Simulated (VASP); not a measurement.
# In8Ag5SbPb2 (P1) in VASP: single point with PBE

Aim: the single point of In8Ag5SbPb2 with PBE.

Everything below comes from runs of VASP 6.6.1. Logs are shortened: lines on timing, memory, paths and dates and some standing lists are left out, and cuts for length are marked.

**1. The cell of the first run**

The typed cell holds 16 atoms: a = 7.192 Å, b = 7.061 Å, c = 8.137 Å, α = 95.20°, β = 94.31°, γ = 90.39°.

**2. Single point, PBE**

Contents of INCAR:

```
SYSTEM = In8Ag5SbPb2
ALGO = Fast ; EDIFF = 1E-6
ENCUT = 520 ; GGA = PE
ISIF = 2 ; ISMEAR = 0
ISYM = 0 ; LASPH = .True.
LCHARG = .False. ; LREAL = Auto
LWAVE = .False. ; NBANDS = 110
NELM = 80 ; PREC = Accurate
SIGMA = 0.1
```

Contents of KPOINTS:

```
k-points
0
Gamma
  3 3 3
  0 0 0
```

Contents of POSCAR:

```
In8Ag5SbPb2
1.0
    7.1860472094     -0.0296703104     -0.2849988155
   -0.0325935731      7.0532069083     -0.3394271333
   -0.2914196870     -0.3487376102      8.1240997196
Ag In Sb Pb
5 8 1 2
Direct
    0.0736589629      0.0414508172      0.9390634483
    0.9249681391      0.3898186052      0.0832798017
    0.5343046118      0.4171156346      0.0566869742
    0.4243626008      0.0924437569      0.5631750733
    0.2482166058      0.7613612255      0.7209754799
    0.0325079680      0.9739743299      0.4829114838
    0.2545015847      0.2213225206      0.2500989218
    0.6987975526      0.2004556063      0.3310642960
    1.0073759663      0.5153858921      0.4615575429
    0.2341114134      0.3716350471      0.7943685712
    0.5103381492      0.6003126883      0.4909740954
    0.7208607700      0.7664401838      0.2113581954
    0.7913390066      0.2281461210      0.7304191752
    0.5069292142      1.0138713374      0.9189191285
    0.2205911364      0.7126243903      0.1349933418
    0.8294190813      0.6931642109      0.8254251618
```

Potentials or basis: VASP PAW PBE potentials, release 64 (Ag, In_d, Sb, Pb_d).

Command:

```sh
$ cat potpaw_PBE.64/Ag/POTCAR potpaw_PBE.64/In_d/POTCAR potpaw_PBE.64/Sb/POTCAR potpaw_PBE.64/Pb_d/POTCAR > POTCAR
$ mpirun -np 1 vasp_std > vasp.out
```

OUTCAR:

```text
SYSTEM = In8Ag5SbPb2
   EDIFF = 1E-6
   ENCUT = 520
   GGA = PE
   ISIF = 2
   ISMEAR = 0
   ISYM = 0
   LASPH = .True.
   LREAL = Auto
   NELM = 80
   PREC = Accurate

 ion  position               nearest neighbor table
   1  0.074  0.041  0.939-   2 2.88   5 2.89   7 2.93  13 2.94  10 2.97  16 3.05  15 3.08  14 3.14
                             6 3.69
   2  0.925  0.390  0.083-   3 2.81   1 2.88   7 2.95  13 3.07   8 3.07  15 3.09   9 3.14  16 3.18
                            12 3.18  10 3.35
   3  0.534  0.417  0.057-   2 2.81  10 2.91  12 2.93  14 2.96   8 3.00   7 3.04  15 3.14  13 3.52
                            16 3.61  11 3.67
   4  0.424  0.092  0.563-   6 2.94   7 2.96   8 2.97  13 2.99  10 3.01  14 3.01   5 3.08  11 3.54
                            11 3.74
   5  0.248  0.761  0.721-  14 2.87  10 2.87   1 2.89   6 2.92  11 2.92   9 3.04   4 3.08  16 3.23
                            15 3.44
   6  0.033  0.974  0.483-   5 2.92   4 2.94   8 3.13  13 3.19   7 3.19   9 3.23  12 3.27  15 3.59
                             1 3.69  10 3.81   9 3.85  16 3.93
   7  0.255  0.221  0.250-   1 2.93   2 2.95   4 2.96   3 3.04   6 3.19   9 3.21   8 3.22  14 3.57
                            11 3.58  15 3.63  15 3.68  10 3.94
   8  0.699  0.200  0.331-   4 2.97   3 3.00   2 3.07   6 3.13  12 3.14   9 3.19   7 3.22  13 3.26
                            11 3.34  14 3.66
   9  0.007  0.515  0.462-   5 3.04   2 3.14   8 3.19   7 3.21   6 3.23  10 3.30  12 3.41  16 3.45
                            13 3.55  15 3.55  11 3.65  11 3.65   6 3.85
  10  0.234  0.372  0.794-   5 2.87   3 2.91   1 2.97   4 3.01   9 3.30  13 3.32   2 3.35  14 3.39
                            15 3.51  16 3.71  11 3.75   6 3.81   7 3.94
  11  0.510  0.600  0.491-   5 2.92  12 3.13   8 3.34  16 3.44   4 3.54   7 3.58  15 3.59   9 3.65
                             9 3.65   3 3.67   4 3.74  10 3.75  13 3.90
  12  0.721  0.766  0.211-   3 2.93  11 3.13   8 3.14   2 3.18   6 3.27  16 3.29  14 3.36   9 3.41
                            15 3.62  15 3.71
  13  0.791  0.228  0.730-   1 2.94   4 2.99   2 3.07  14 3.11   6 3.19   8 3.26  16 3.31  10 3.32
                             3 3.52   9 3.55  11 3.90  16 3.93
  14  0.507  0.014  0.919-   5 2.87   3 2.96   4 3.01  13 3.11   1 3.14  16 3.33  12 3.36  10 3.39
                             7 3.57  15 3.61   8 3.66
  15  0.221  0.713  0.135-   1 3.08   2 3.09   3 3.14   5 3.44  10 3.51   9 3.55  11 3.59   6 3.59
                            14 3.61  12 3.62  16 3.63   7 3.63   7 3.68  12 3.71
  16  0.829  0.693  0.825-   1 3.05   2 3.18   5 3.23  12 3.29  13 3.31  14 3.33  11 3.44   9 3.45
                             3 3.61  15 3.63  10 3.71   6 3.93  13 3.93

IMPORTANT INFORMATION: All symmetrisations will be switched off!
NOSYMM: (Re-)initialisation of all symmetry stuff for point group C_1.

----------------------------------------------------------------------------------------

                                     Primitive cell

  volume of cell :     410.3169

  direct lattice vectors                    reciprocal lattice vectors
     7.186047209 -0.029670310 -0.284998816     0.139361994  0.000886410  0.005037106
    -0.032593573  7.053206908 -0.339427133     0.000829686  0.142078247  0.006128656
    -0.291419687 -0.348737610  8.124099720     0.004923576  0.005967164  0.123523324

  length of vectors
     7.191757723  7.061444669  8.136801559     0.139455812  0.142212788  0.123765343

  position of ions in fractional coordinates (direct lattice)
     0.073658963  0.041450817  0.939063448
     0.924968139  0.389818605  0.083279802
     0.534304612  0.417115635  0.056686974
     0.424362601  0.092443757  0.563175073
     0.248216606  0.761361225  0.720975480
     0.032507968  0.973974330  0.482911484
[... 8 lines left out ...]
     0.220591136  0.712624390  0.134993342
     0.829419081  0.693164211  0.825425162

  ion indices of the primitive-cell ions
   primitive index   ion index
                 1           1
                 2           2
                 3           3
                 4           4
                 5           5
                 6           6
[... 8 lines left out ...]
                15          15
                16          16

----------------------------------------------------------------------------------------

 KPOINTS: k-points

Automatic generation of k-mesh.
 Grid dimensions read from file:
 generate k-points for:    3    3    3

 Generating k-lattice:

  Cartesian coordinates                     Fractional coordinates (reciprocal lattice)
     0.046453998  0.000295470  0.001679035     0.333333333 -0.000000000  0.000000000
     0.000276562  0.047359416  0.002042885    -0.000000000  0.333333333  0.000000000
     0.001641192  0.001989055  0.041174441    -0.000000000 -0.000000000  0.333333333

  Length of vectors
     0.046485271  0.047404263  0.041255114

  Shift w.r.t. Gamma in fractional coordinates (k-lattice)
     0.000000000  0.000000000  0.000000000

 Subroutine IBZKPT returns following result:
 ===========================================

 Found     14 irreducible k-points:

 Following reciprocal coordinates:
            Coordinates               Weight
  0.000000  0.000000  0.000000      1.000000
  0.333333  0.000000 -0.000000      2.000000
  0.000000  0.333333 -0.000000      2.000000
  0.333333  0.333333 -0.000000      2.000000
 -0.333333  0.333333  0.000000      2.000000
  0.000000  0.000000  0.333333      2.000000
  0.333333  0.000000  0.333333      2.000000
 -0.333333  0.000000  0.333333      2.000000
  0.000000  0.333333  0.333333      2.000000
  0.333333  0.333333  0.333333      2.000000
 -0.333333  0.333333  0.333333      2.000000
 -0.000000 -0.333333  0.333333      2.000000
  0.333333 -0.333333  0.333333      2.000000
 -0.333333 -0.333333  0.333333      2.000000
   k-points           NKPTS =     14   k-points in BZ     NKDIM =     14   number of bands    NBANDS=    110
   number of dos      NEDOS =    301   number of ions     NIONS =     16
   total plane-waves  NPLWV = 186624
   dimension x,y,z NGX =    54 NGY =   54 NGZ =   64
   dimension x,y,z NGXF=   108 NGYF=  108 NGZF=  128
   ions per type =               5   8   1   2
   NGX,Y,Z   is equivalent  to a cutoff of  12.48, 12.71, 13.08 a.u.
   NGXF,Y,Z  is equivalent  to a cutoff of  24.97, 25.43, 26.15 a.u.
 SYSTEM =  In8Ag5SbPb2
   PREC   = accura    normal or accurate (medium, high low for compatibility)
   ISTART =      0    job   : 0-new  1-cont  2-samecut
   ICHARG =      2    charge: 1-file 2-atom 10-const
   ISPIN  =      1    spin polarized calculation?
   LNONCOLLINEAR =      F non collinear calculations
   LSORBIT =      F    spin-orbit coupling
   LASPH  =      T    aspherical Exc in radial PAW
   ENCUT  =  520.0 eV  38.22 Ry    6.18 a.u.  13.37 13.13 15.13*2*pi/ulx,y,z
   NELM   =     80;   NELMIN=  2; NELMDL= -5     # of ELM steps
   EDIFF  = 0.1E-05   stopping-criterion for ELM
   LREAL  =      T    real-space projection
   EDIFFG = 0.1E-04   stopping-criterion for IOM
   NSW    =      0    number of steps for IOM
   IBRION =     -1    ionic relax: 0-MD 1-quasi-New 2-CG
   NFREE  =      0    steps in history (QN), initial steepest desc. (CG)
   ISIF   =      2    stress and relaxation
   ISYM   =      0    0-nonsym 1-usesym 2-fastsym
   POTIM  = 0.5000    time-step for ionic-motion
   TEBEG  =    0.0;   TEEND  =   0.0 temperature during run
   PSTRESS=    0.0 pullay stress
   NELECT =     192.0000    total number of electrons
   NUPDOWN=      -1.0000    fix difference up-down
   EMIN   =  10.00;   EMAX   =-10.00  energy-range for DOS
   EFERMI =   0.00;   METHOD = LEGACY
   ISMEAR =     0;   SIGMA  =   0.10  broadening in eV -4-tet -1-fermi 0-gaus
   EFERMI_NEDOS =   21; number of points for ismear=-14 and -15
   IALGO  =     68    algorithm
   IMIX   =      4    mixing-type and parameters
     AMIX     =   0.40;   BMIX     =  1.00
     AMIX_MAG =   1.60;   BMIX_MAG =  1.00
  volume/ion in A,a.u.               =      25.64       173.06
  Fermi-wavevector in a.u.,A,eV,Ry     =   1.270970  2.401786 21.978385  1.615366
  Thomas-Fermi vector in A             =   2.403929
   LORBIT       =      0    0 simple, 1 ext, 2 COOP (PROOUT), +10 PAW based schemes
   GGA     = PE    functional components
   LHFCALC =     F    Hartree Fock is set to
   AEXX    =    0.0000 exact exchange contribution
   IVDW    =     0    specifies the selected vdW correction
   LEPSILON=     F    determine dielectric tensor
   LRPA    =     F    only Hartree local field effects (RPA)
 non-spin polarized calculation
 RMM-DIIS sequential band-by-band and
 Gauss-broadening in eV      SIGMA  =   0.10
  energy-cutoff  :      520.00
  volume of cell :      410.32
 maximum number of plane-waves:     11059
 NGX is ok and might be reduce to    54
   NGX = 27   NGY = 27   NGZ = 31

 number of electron     191.9999989 magnetization

 Free energy of the ion-electron system (eV)
  ---------------------------------------------------
  ext. energy  EPLUGINS =         0.00000000
  ---------------------------------------------------
  free energy    TOTEN  =       -44.62795732 eV

  energy without entropy =      -44.60834924  energy(sigma->0) =      -44.61815328

 E-fermi :   6.9976     XC(G=0): -10.2839

 val. band max:        6.9197028872   @ k =   0.3333   0.0000  -0.0000
 cond. band min:       7.0127985128   @ k =   0.3333   0.3333  -0.0000
 fundamental gap:      0.0930956255
 Fermi energy:         6.9976193188

 k-point     1 :       0.0000    0.0000    0.0000
  band No.  band energies     occupation
      1      -9.9686      2.00000
      2      -9.9469      2.00000
      3      -9.9439      2.00000
      4      -9.9358      2.00000
      5      -9.9313      2.00000
      6      -9.9253      2.00000
[... 100 lines left out ...]
    107      10.4052      0.00000
    108      10.7269      0.00000

 k-point     2 :       0.3333    0.0000   -0.0000
  band No.  band energies     occupation
      1      -9.9669      2.00000
      2      -9.9470      2.00000
      3      -9.9437      2.00000
      4      -9.9361      2.00000
      5      -9.9313      2.00000
      6      -9.9257      2.00000
[... 1324 lines left out ...]
 k-point    14 :      -0.3333   -0.3333    0.3333
  band No.  band energies     occupation
      1      -9.9672      2.00000
      2      -9.9469      2.00000
      3      -9.9438      2.00000
      4      -9.9362      2.00000
      5      -9.9309      2.00000
      6      -9.9254      2.00000
[... 100 lines left out ...]
    107       9.3595      0.00000
    108       9.6524      0.00000
 [bands above 108 left out]

------------------------ aborting loop because EDIFF is reached ----------------------------------------

  FORCE on cell =-STRESS in cart. coord.  units (eV):
  Direction    XX          YY          ZZ          XY          YZ          ZX
  --------------------------------------------------------------------------------------
  -------------------------------------------------------------------------------------
  Total       -0.2110069      0.0969672     -0.2118462      0.0134158      0.1330483     -0.0969352
  in kB       -0.8239253      0.3786309     -0.8272023      0.0523850      0.5195178     -0.3785059
  external PRESSURE =      -0.4241656 kB  Pullay stress =       0.0000000 kB

 VOLUME and BASIS-vectors are now :
 -----------------------------------------------------------------------------
  energy-cutoff  :      520.00
  volume of cell :      410.32
      direct lattice vectors                 reciprocal lattice vectors
     7.186047209 -0.029670310 -0.284998816     0.139361994  0.000886410  0.005037106
    -0.032593573  7.053206908 -0.339427133     0.000829686  0.142078247  0.006128656
    -0.291419687 -0.348737610  8.124099720     0.004923576  0.005967164  0.123523324

 POSITION                                       TOTAL-FORCE (eV/Angst)
 -----------------------------------------------------------------------------------
      0.25430     -0.03731      7.59398         0.028189     -0.003528     -0.010005
      6.60989      2.69298      0.28064        -0.014870     -0.009159     -0.017917
      3.80942      2.90638      0.16667        -0.012063     -0.027897      0.013253
      2.88236      0.44303      4.42297         0.013122     -0.013155     -0.001418
      1.54877      5.11124      5.52811         0.020645      0.007475     -0.008243
      0.06113      6.70027      3.58336         0.002085     -0.041593      0.005345
[... 8 lines left out ...]
      1.52261      4.97267      0.79195        -0.026432     -0.018411      0.029077
      5.69711      4.57656      6.23417         0.012529      0.000435     -0.020748
 -----------------------------------------------------------------------------------
    total drift:                               -0.071095      0.048084      0.001392

  FREE ENERGIE OF THE ION-ELECTRON SYSTEM (eV)
  ---------------------------------------------------
  free  energy   TOTEN  =       -44.6279573165 eV

  energy  without entropy=      -44.6083492425  energy(sigma->0) =      -44.61815328
```

Wall time 18 min (1 thread of Intel Xeon Platinum 8488C (Sapphire Rapids), shared host); peak memory 0.68 GiB.

Results:

- Free energy: -44.6280 eV
- Pressure: 0.0 GPa
- Largest force: 0.063 eV/Å
- Band gap on the k mesh: zero (band 96 reaches 7.38 eV, above the bottom of band 97 at 6.68 eV)

Forces on the atoms (eV/Å):
```
Ag   0.028 -0.004 -0.010
Ag  -0.015 -0.009 -0.018
Ag  -0.012 -0.028  0.013
Ag   0.013 -0.013 -0.001
Ag   0.021  0.007 -0.008
In   0.002 -0.042  0.005
In   0.035 -0.002  0.017
In  -0.031 -0.008 -0.054
In   0.016  0.045 -0.001
In  -0.015  0.042  0.013
In   0.009  0.039 -0.016
In  -0.019 -0.001 -0.002
In  -0.019  0.017  0.044
Sb   0.001 -0.026  0.011
Pb  -0.026 -0.018  0.029
Pb   0.013  0.000 -0.021
```

Stress tensor (GPa, compression positive):
```
-0.08  0.01 -0.04
 0.01  0.04  0.05
-0.04  0.05 -0.08
```

Levels at points of the mesh, in eV from the Fermi level:
```tsv
k point	band 92	band 93	band 94	band 95	band 96	band 97	band 98	band 99	band 100	band 101
(0.00, 0.00, 0.00)	-1.88	-1.65	-1.03	-0.96	-0.80	-0.17	-0.12	0.73	0.91	1.08
```

Caveat: spin-orbit coupling is left out, which moves the levels of the heavy elements.
